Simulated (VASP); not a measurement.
Ru, 3 atoms in the cell. The typed cell holds 3 atoms: a = 3.521 Å, b = 3.521 Å, c = 4.317 Å, α = 90.00°, β = 90.00°, γ = 120.00°. This isn't the form of Ru at room conditions, which is hcp.

* Program: VASP 6.6.1
* Task: single point
* Functional: r2SCAN
* Potentials or basis: VASP PAW PBE potentials, release 64 (Ru_sv)
* Cutoff: 660 eV
* k mesh: 15 × 15 × 10
* Occupations: gaussian, width 0.1 eV
* Spin: no spin polarisation
* Dipole correction: no
* Further INCAR settings: ALGO = Normal; EDIFF = 1e-06; NBANDS = 31

Potentials or basis: VASP PAW PBE potentials, release 64 (Ru_sv).

Launch:

```console
$ cat potpaw_PBE.64/Ru_sv/POTCAR > POTCAR
$ cp INCAR.step1 INCAR
$ mpirun -np 1 vasp_std > vasp.out
$ cp INCAR.step2 INCAR
$ mpirun -np 1 vasp_std > vasp.out
```

Hardware: 1 thread of Intel(R) Xeon(R) 6975P-C (Granite Rapids), on a shared host.

Question: How long does it take, and how much memory?

Answer: It took 10 min on 1 thread of Intel(R) Xeon(R) 6975P-C (Granite Rapids) (shared host), peak memory 0.44 GiB. Counts: k points 238.
